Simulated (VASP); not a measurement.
## Co3O4: single point with r2SCAN

Crystal: Co3O4.

```
CELL_PARAMETERS angstrom
0.00000 4.02231 4.02231
4.02231 0.00000 4.02231
4.02231 4.02231 0.00000
ATOMIC_POSITIONS crystal
Co 0.62500 0.62500 0.62500
Co 0.12500 0.62500 0.62500
Co 0.62500 0.62500 0.12500
Co 0.62500 0.12500 0.62500
Co 0.00000 0.00000 0.00000
Co 0.25000 0.25000 0.25000
O 0.38832 0.38832 0.38832
O 0.41496 0.86168 0.86168
O 0.38832 0.38832 0.83504
O 0.86168 0.41496 0.86168
O 0.83504 0.38832 0.38832
O 0.86168 0.86168 0.86168
O 0.38832 0.83504 0.38832
O 0.86168 0.86168 0.41496
```

* Program: VASP 6.6.1
* Task: single point
* Functional: r2SCAN
* Potentials or basis: VASP PAW PBE potentials, release 64 (Co, O)
* Cutoff: 520 eV
* k mesh: 8 × 8 × 8
* Occupations: gaussian, width 0.05 eV
* Spin: no spin polarisation

| Item | Value |
| --- | --- |
| Pressure | -5.1 GPa |
| Largest force | 0.755 eV/Å |
| Band gap on the k mesh | zero (band 51 reaches 7.01 eV, above the bottom of band 52 at 6.92 eV) |

Forces on the atoms (eV/Å):
```
Co   0.000  0.000  0.000
Co   0.000  0.000  0.000
Co   0.000  0.000  0.000
Co   0.000  0.000  0.000
Co   0.000  0.000  0.000
Co   0.000  0.000  0.000
O   -0.436 -0.436 -0.436
O    0.436 -0.436 -0.436
O    0.436  0.436 -0.436
O   -0.436  0.436 -0.436
O   -0.436  0.436  0.436
O    0.436  0.436  0.436
O    0.436 -0.436  0.436
O   -0.436 -0.436  0.436
```

Levels at points of the mesh, in eV from the Fermi level:
```tsv
k point	band 49	band 50	band 51	band 52	band 53	band 54
(0.00, 0.00, 0.00)	-0.51	-0.51	-0.51	0.50	0.50	0.50
(0.50, 0.00, 0.00)	-0.15	-0.15	-0.06	0.15	0.15	0.19
(0.50, 0.50, 0.00)	-0.11	-0.11	-0.09	-0.09	0.08	0.08
```

Run time: 13 min on 1 thread of Intel(R) Xeon(R) Platinum 8559C (Emerald Rapids), on a shared host, peak memory 0.38 GiB.

Caveat: the PAW data sets were made with another functional, which shifts forces and pressure a little; the run has no spin polarisation, though such a crystal can be magnetic; semilocal functionals often make such compounds metallic where correlation or magnetic order opens a gap, which also shifts bond lengths. Spin polarisation is off, so any magnetic state and its effect on volume and gap are missing.
